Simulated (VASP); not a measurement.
A run of VASP 6.6.1:

File INCAR:

```
SYSTEM = TaN
PREC = Accurate
ENCUT = 520
EDIFF = 1E-6
ISMEAR = 0
SIGMA = 0.05
LREAL = .FALSE.
LASPH = .TRUE.
NELM = 150
ALGO = Normal
ISIF = 2
LWAVE = .FALSE.
LCHARG = .FALSE.
ISPIN = 2
MAGMOM = 0.05 -0.05 -0.05 0 0 0
LORBIT = 11
LMAXMIX = 4
GGA = PE
NBANDS = 37
```

Contents of KPOINTS:

```
Automatic mesh
0
G
  6 6 8
  0 0 0
```

The input POSCAR:

```
TaN
1.0
    5.1803463499      0.0000000000      0.0000000000
   -2.5901731750      4.4863115394      0.0000000000
    0.0000000000      0.0000000000      2.9132277698
Ta N
3 3
Direct
    0.0000000000      0.0000000000      0.0000000000
    0.3333333333      0.6666666667      0.5000000000
    0.6666666667      0.3333333333      0.5000000000
    0.5000000000      0.0000000000      0.0000000000
    0.5000000000      0.5000000000      0.0000000000
    0.0000000000      0.5000000000      0.0000000000
```

Potentials or basis: VASP PAW PBE potentials, release 64 (Ta_pv, N).

The run is started by

```console
$ cat potpaw_PBE.64/Ta_pv/POTCAR potpaw_PBE.64/N/POTCAR > POTCAR
$ mpirun -np 1 vasp_std > vasp.out
```

Hardware: 1 thread of Intel(R) Xeon(R) Platinum 8488C (Sapphire Rapids), on a shared host.

Question: Estimate the wall time of this run.

Answer: It took 2.3 min on 1 thread of Intel(R) Xeon(R) Platinum 8488C (Sapphire Rapids) (shared host), peak memory 0.3 GiB. Counts: scf iterations 15, k points 35.
